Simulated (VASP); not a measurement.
Here is a VASP 6.6.1 calculation.

Contents of INCAR:

```
SYSTEM = Mg
PREC     = Accurate       ! precision mode
ENCUT    = 520            ! plane-wave cutoff, eV
EDIFF    = 1E-6           ! SCF threshold, eV
ISMEAR   = -1             ! smearing method
SIGMA    = 0.1            ! smearing width, eV
LREAL    = .FALSE.        ! projectors in reciprocal space
LASPH    = .TRUE.         ! aspherical terms in the spheres
NELM     = 80             ! most SCF steps
ALGO     = Normal         ! electronic algorithm
ISIF     = 2              ! what is computed and relaxed
LWAVE    = .FALSE.        ! write WAVECAR
LCHARG   = .FALSE.        ! write CHGCAR
ISYM     = 0            
NBANDS   = 7              ! bands
```

The input KPOINTS:

```
Automatic mesh
0
Gamma
  11 11 11
  0.5 0.5 0.5
```

POSCAR

```
Mg
1.0
    3.1217751341     -0.0159352949     -0.0112679551
    1.5470871968      2.7115042185     -0.0112679551
    1.5470871968      0.8932112095      2.5601866785
Mg
1
Direct
    0.0000000000      0.0000000000      0.0000000000
```

Potentials or basis: VASP PAW LDA potentials, release 64 (Mg).

Run with:

```bash
$ cat potpaw_LDA.64/Mg/POTCAR > POTCAR
$ mpirun -np 1 vasp_std > vasp.out
```

Task: Estimate the band gap on the k mesh.

Result: Zero (band 1 reaches 3.77 eV, above the bottom of band 2 at 1.49 eV).

Task: Estimate the pressure.

Result: -0.3 GPa.
